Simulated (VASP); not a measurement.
# Cd (Im-3m) in VASP: single point with LDA

Aim: the single point of Cd with LDA.

All numbers are computed with VASP 6.6.1; they aren't measurements. Logs are shortened: lines on timing, memory, paths and dates and some standing lists are left out, and cuts for length are marked.

## Step 1: The cell of the first run

The structure is cubic, space group Im-3m (No. 229). The conventional cell has a = 3.295 Å, b = 3.295 Å, c = 3.295 Å, α = 90.00°, β = 90.00°, γ = 90.00°. Within 3.8 Å of Cd (site symmetry m-3m) lie 14 Cd at 2.85 to 3.29 Å.

This isn't the form of Cd at room conditions, which is hcp.

## Step 2: Single point, LDA (17.88 Å³/atom)

File INCAR:

```
PREC = Accurate
ENCUT = 630
EDIFF = 1E-6
ISMEAR = -1
SIGMA = 0.1
LREAL = False
LASPH = True
NELM = 120
ALGO = Normal
ISIF = 2
LWAVE = False
LCHARG = True
GGA = CA
LELF = True
LVHAR = True
NBANDS = 16
GGA_COMPAT = False
```

File KPOINTS:

```
Automatic mesh
0
Gamma
  14 14 14
```

File POSCAR:

```
Cd
1.0
   -1.6473915344      1.6473915344      1.6473915344
    1.6473915344     -1.6473915344      1.6473915344
    1.6473915344      1.6473915344     -1.6473915344
Cd
1
Direct
    0.0000000000      0.0000000000      0.0000000000
```

Potentials or basis: VASP PAW LDA potentials, release 64 (Cd_sv_GW).

Command:

```bash
> cat potpaw_LDA.64/Cd_sv_GW/POTCAR > POTCAR
> mpirun -np 1 vasp_std > vasp.out
```

OUTCAR:

```text
PREC = Accurate
   ENCUT = 630
   EDIFF = 1E-6
   ISMEAR = -1
   LREAL = False
   LASPH = True
   NELM = 120
   ISIF = 2
   GGA = CA

 ion  position               nearest neighbor table
   1  0.000  0.000  0.000-

  LATTYP: Found a body centered cubic cell.
 ALAT       =     3.2947830688

  Lattice vectors:

 A1 = (  -1.6473915344,   1.6473915344,   1.6473915344)
 A2 = (   1.6473915344,  -1.6473915344,   1.6473915344)
 A3 = (   1.6473915344,   1.6473915344,  -1.6473915344)

Analysis of symmetry for initial positions (statically):
=====================================================================
 Subroutine PRICEL returns:
 Original cell was already a primitive cell.

 Routine SETGRP: Setting up the symmetry group for a
 body centered cubic supercell.

 Subroutine GETGRP returns: Found 48 space group operations
 (whereof 48 operations were pure point group operations)
 out of a pool of 48 trial point group operations.

The static configuration has the point symmetry O_h .

Analysis of symmetry for dynamics (positions and initial velocities):
=====================================================================
 Subroutine PRICEL returns:
 Original cell was already a primitive cell.

 Routine SETGRP: Setting up the symmetry group for a
 body centered cubic supercell.

 Subroutine GETGRP returns: Found 48 space group operations
 (whereof 48 operations were pure point group operations)
 out of a pool of 48 trial point group operations.

The dynamic configuration has the point symmetry O_h .

 Subroutine INISYM returns: Found 48 space group operations
 (whereof 48 operations are pure point group operations),
 and found     1 'primitive' translations

----------------------------------------------------------------------------------------

                                     Primitive cell

  volume of cell :      17.8834

  direct lattice vectors                    reciprocal lattice vectors
    -1.647391534  1.647391534  1.647391534     0.000000000  0.303510119  0.303510119
     1.647391534 -1.647391534  1.647391534     0.303510119  0.000000000  0.303510119
     1.647391534  1.647391534 -1.647391534     0.303510119  0.303510119  0.000000000

  length of vectors
     2.853365838  2.853365838  2.853365838     0.429228126  0.429228126  0.429228126

  position of ions in fractional coordinates (direct lattice)
     0.000000000  0.000000000  0.000000000

  ion indices of the primitive-cell ions
   primitive index   ion index
                 1           1

----------------------------------------------------------------------------------------

 KPOINTS: Automatic mesh

Automatic generation of k-mesh.
 Grid dimensions read from file:
 generate k-points for:   14   14   14

 Generating k-lattice:

  Cartesian coordinates                     Fractional coordinates (reciprocal lattice)
     0.000000000  0.021679294  0.021679294     0.071428571  0.000000000  0.000000000
     0.021679294  0.000000000  0.021679294     0.000000000  0.071428571  0.000000000
     0.021679294  0.021679294  0.000000000     0.000000000  0.000000000  0.071428571

  Length of vectors
     0.030659152  0.030659152  0.030659152

  Shift w.r.t. Gamma in fractional coordinates (k-lattice)
     0.000000000  0.000000000  0.000000000

 Subroutine IBZKPT returns following result:
 ===========================================

 Found    104 irreducible k-points:

 Following reciprocal coordinates:
            Coordinates               Weight
  0.000000  0.000000  0.000000      1.000000
  0.071429  0.000000  0.000000     12.000000
  0.142857  0.000000  0.000000     12.000000
  0.214286  0.000000  0.000000     12.000000
  0.285714  0.000000  0.000000     12.000000
  0.357143  0.000000  0.000000     12.000000
[... 16 lines left out ...]
  0.285714  0.285714  0.000000     24.000000
  0.357143  0.285714  0.000000     24.000000
 [... further k-points ...]
   k-points           NKPTS =    104   k-points in BZ     NKDIM =    104   number of bands    NBANDS=     16
   number of dos      NEDOS =    301   number of ions     NIONS =      1
   total plane-waves  NPLWV =  13824
   dimension x,y,z NGX =    24 NGY =   24 NGZ =   24
   dimension x,y,z NGXF=    48 NGYF=   48 NGZF=   48
   ions per type =               1
   NGX,Y,Z   is equivalent  to a cutoff of  13.98, 13.98, 13.98 a.u.
   NGXF,Y,Z  is equivalent  to a cutoff of  27.97, 27.97, 27.97 a.u.
 SYSTEM =  unknown system
   PREC   = accura    normal or accurate (medium, high low for compatibility)
   ISTART =      0    job   : 0-new  1-cont  2-samecut
   ICHARG =      2    charge: 1-file 2-atom 10-const
   ISPIN  =      1    spin polarized calculation?
   LNONCOLLINEAR =      F non collinear calculations
   LSORBIT =      F    spin-orbit coupling
   LASPH  =      T    aspherical Exc in radial PAW
   ENCUT  =  630.0 eV  46.30 Ry    6.80 a.u.   5.84  5.84  5.84*2*pi/ulx,y,z
   NELM   =    120;   NELMIN=  2; NELMDL= -5     # of ELM steps
   EDIFF  = 0.1E-05   stopping-criterion for ELM
   LREAL  =      F    real-space projection
   EDIFFG = 0.1E-04   stopping-criterion for IOM
   NSW    =      0    number of steps for IOM
   IBRION =     -1    ionic relax: 0-MD 1-quasi-New 2-CG
   NFREE  =      0    steps in history (QN), initial steepest desc. (CG)
   ISIF   =      2    stress and relaxation
   ISYM   =      2    0-nonsym 1-usesym 2-fastsym
   POTIM  = 0.5000    time-step for ionic-motion
   TEBEG  =    0.0;   TEEND  =   0.0 temperature during run
   PSTRESS=    0.0 pullay stress
   NELECT =      20.0000    total number of electrons
   NUPDOWN=      -1.0000    fix difference up-down
   EMIN   =  10.00;   EMAX   =-10.00  energy-range for DOS
   EFERMI =   0.00;   METHOD = LEGACY
   ISMEAR =    -1;   SIGMA  =   0.10  broadening in eV -4-tet -1-fermi 0-gaus
   EFERMI_NEDOS =   21; number of points for ismear=-14 and -15
   IALGO  =     38    algorithm
   IMIX   =      4    mixing-type and parameters
     AMIX     =   0.40;   BMIX     =  1.00
     AMIX_MAG =   1.60;   BMIX_MAG =  1.00
  volume/ion in A,a.u.               =      17.88       120.68
  Fermi-wavevector in a.u.,A,eV,Ry     =   1.699292  3.211196 39.288090  2.887593
  Thomas-Fermi vector in A             =   2.779636
   LORBIT       =      0    0 simple, 1 ext, 2 COOP (PROOUT), +10 PAW based schemes
   GGA     = CA    functional components
   LHFCALC =     F    Hartree Fock is set to
   AEXX    =    0.0000 exact exchange contribution
   IVDW    =     0    specifies the selected vdW correction
   LEPSILON=     F    determine dielectric tensor
   LRPA    =     F    only Hartree local field effects (RPA)
 non-spin polarized calculation
  energy-cutoff  :      630.00
  volume of cell :       17.88
 maximum number of plane-waves:       682
   NGX = 11   NGY = 11   NGZ = 11

 number of electron      20.0000008 magnetization

 Free energy of the ion-electron system (eV)
  ---------------------------------------------------
  ext. energy  EPLUGINS =         0.00000000
  ---------------------------------------------------
  free energy    TOTEN  =        -1.37234846 eV

  energy without entropy =       -1.35967430  energy(sigma->0) =       -1.36601138

 E-fermi :   8.6701     XC(G=0): -12.7868

 val. band max:        8.6171603517   @ k =   0.3571   0.1429   0.1429
 cond. band min:       8.6971666052   @ k =   0.5000   0.5000   0.2143
 fundamental gap:      0.0800062535
 Fermi energy:         8.6700790295

 k-point     1 :       0.0000    0.0000    0.0000
  band No.  band energies     occupation
      1     -94.4189      2.00000
      2     -55.7442      2.00000
      3     -55.7442      2.00000
      4     -55.7442      2.00000
      5      -2.0544      2.00000
      6      -1.4675      2.00000
[... 8 lines left out ...]
     15      27.7129      0.00000
     16      27.7130      0.00000

 k-point     2 :       0.0714    0.0000    0.0000
  band No.  band energies     occupation
      1     -94.4185      2.00000
      2     -55.7488      2.00000
      3     -55.7459      2.00000
      4     -55.7442      2.00000
      5      -1.9022      2.00000
      6      -1.4943      2.00000
[... 8 lines left out ...]
     15      26.6876      0.00000
     16      26.6904      0.00000

 k-point     3 :       0.1429    0.0000    0.0000
  band No.  band energies     occupation
      1     -94.4172      2.00000
      2     -55.7612      2.00000
      3     -55.7506      2.00000
      4     -55.7440      2.00000
      5      -1.6809      2.00000
      6      -1.5685      2.00000
[... 8 lines left out ...]
     15      25.3535      0.00000
     16      26.2949      0.00000

 k-point     4 :       0.2143    0.0000    0.0000
  band No.  band energies     occupation
      1     -94.4154      2.00000
      2     -55.7792      2.00000
      3     -55.7574      2.00000
      4     -55.7437      2.00000
      5      -1.7418      2.00000
      6      -1.6741      2.00000
[... 8 lines left out ...]
     15      25.0190      0.00000
     16      26.9999      0.00000

 k-point     5 :       0.2857    0.0000    0.0000
  band No.  band energies     occupation
      1     -94.4133      2.00000
      2     -55.7991      2.00000
      3     -55.7650      2.00000
      4     -55.7434      2.00000
      5      -1.9017      2.00000
      6      -1.7889      2.00000
[... 8 lines left out ...]
     15      24.9535      0.00000
     16      28.3060      0.00000

 k-point     6 :       0.3571    0.0000    0.0000
  band No.  band energies     occupation
      1     -94.4115      2.00000
      2     -55.8172      2.00000
      3     -55.7718      2.00000
      4     -55.7431      2.00000
      5      -2.0742      2.00000
      6      -1.8903      2.00000
[... 8 lines left out ...]
     15      25.0237      0.00000
     16      30.0097      0.00000
[... 267 lines left out ...]
 k-point    21 :       0.2857    0.2143    0.0000
  band No.  band energies     occupation
      1     -94.4098      2.00000
      2     -55.8192      2.00000
      3     -55.7828      2.00000
      4     -55.7529      2.00000
      5      -1.9630      2.00000
      6      -1.6257      2.00000
[... 8 lines left out ...]
     15      27.6674      0.00000
     16      31.1213      0.00000

 k-point    22 :       0.3571    0.2143    0.0000
  band No.  band energies     occupation
      1     -94.4091      2.00000
      2     -55.8216      2.00000
      3     -55.7890      2.00000
      4     -55.7533      2.00000
      5      -1.9985      2.00000
      6      -1.6553      2.00000
[... 8 lines left out ...]
     15      27.8971      0.00000
     16      31.0545      0.00000

 k-point    23 :       0.2857    0.2857    0.0000
  band No.  band energies     occupation
      1     -94.4090      2.00000
      2     -55.8169      2.00000
      3     -55.7935      2.00000
      4     -55.7549      2.00000
      5      -1.9680      2.00000
      6      -1.4871      2.00000
[... 8 lines left out ...]
     15      27.3376      0.00000
     16      32.1998      0.00000

 k-point    24 :       0.3571    0.2857    0.0000
  band No.  band energies     occupation
      1     -94.4087      2.00000
      2     -55.8134      2.00000
      3     -55.8002      2.00000
      4     -55.7555      2.00000
      5      -1.9701      2.00000
      6      -1.4110      2.00000
[... 8 lines left out ...]
     15      27.1030      0.00000
     16      31.8669      0.00000

 [... further k-points ...]

------------------------ aborting loop because EDIFF is reached ----------------------------------------

  FORCE on cell =-STRESS in cart. coord.  units (eV):
  Direction    XX          YY          ZZ          XY          YZ          ZX
  --------------------------------------------------------------------------------------
  -------------------------------------------------------------------------------------
  Total        1.2869558      1.2869558      1.2869558      0.0000000      0.0000000      0.0000000
  in kB      115.2985158    115.2985158    115.2985158      0.0000000      0.0000000      0.0000000
  external PRESSURE =     115.2985158 kB  Pullay stress =       0.0000000 kB

 VOLUME and BASIS-vectors are now :
 -----------------------------------------------------------------------------
  energy-cutoff  :      630.00
  volume of cell :       17.88
      direct lattice vectors                 reciprocal lattice vectors
    -1.647391534  1.647391534  1.647391534     0.000000000  0.303510119  0.303510119
     1.647391534 -1.647391534  1.647391534     0.303510119  0.000000000  0.303510119
     1.647391534  1.647391534 -1.647391534     0.303510119  0.303510119  0.000000000

 POSITION                                       TOTAL-FORCE (eV/Angst)
 -----------------------------------------------------------------------------------
      0.00000      0.00000      0.00000         0.000000      0.000000      0.000000
 -----------------------------------------------------------------------------------
    total drift:                                0.000000      0.000000     -0.000000

  FREE ENERGIE OF THE ION-ELECTRON SYSTEM (eV)
  ---------------------------------------------------
  free  energy   TOTEN  =        -1.3723484648 eV

  energy  without entropy=       -1.3596742984  energy(sigma->0) =       -1.36601138
```

It took 18 s on 1 thread of Intel Xeon Platinum 8259CL at 2.50GHz (Skylake/Cascade Lake), shared host; peak memory 0.17 GiB.

What came out:

| Property | Result |
| --- | --- |
| Free energy | -1.3723 eV |
| Pressure | 11.5 GPa |
| Band gap on the k mesh | zero (bands 10 and 11 overlap by 3.97 eV) |

Caveat: the cell stands under pressure.

The gap in the log of VASP goes by the Fermi energy; the results here count the filled bands.